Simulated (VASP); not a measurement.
Sn, 2 atoms in the cell. Symmetry: I4_1/amd, No. 141, tetragonal system. The conventional cell has a = 5.152 Å, b = 5.152 Å, c = 5.152 Å, α = 90.00°, β = 90.00°, γ = 90.00°. Within 3.8 Å of Sn (site symmetry -4m2) lie 4 Sn at 2.88 Å.  This cell differs from its parent crystal: ratio of the length along z to the lengths across it x 0.707, volume and fractional coordinates fixed.

* Program: VASP 6.6.1
* Task: single point
* Functional: PBE
* Potentials or basis: VASP PAW PBE potentials, release 64 (Sn_d)
* Cutoff: 520 eV
* k mesh: 14 × 14 × 14
* Occupations: gaussian, width 0.15 eV
* Spin: no spin polarisation
* Dipole correction: no
* Further INCAR settings: ALGO = Fast; EDIFF = 1e-07; NBANDS = 21

Potentials or basis: VASP PAW PBE potentials, release 64 (Sn_d).

The run is started by

```console
$ cat potpaw_PBE.64/Sn_d/POTCAR > POTCAR
$ mpirun -np 1 vasp_std > vasp.out
```

Hardware: 1 thread of Intel Xeon 6975P-C (shared host).

Estimate the wall time of this run.

Run time: 6.9 min on 1 thread of Intel Xeon 6975P-C, on a shared host, peak memory 0.42 GiB. Counts: scf iterations 15, k points 244.
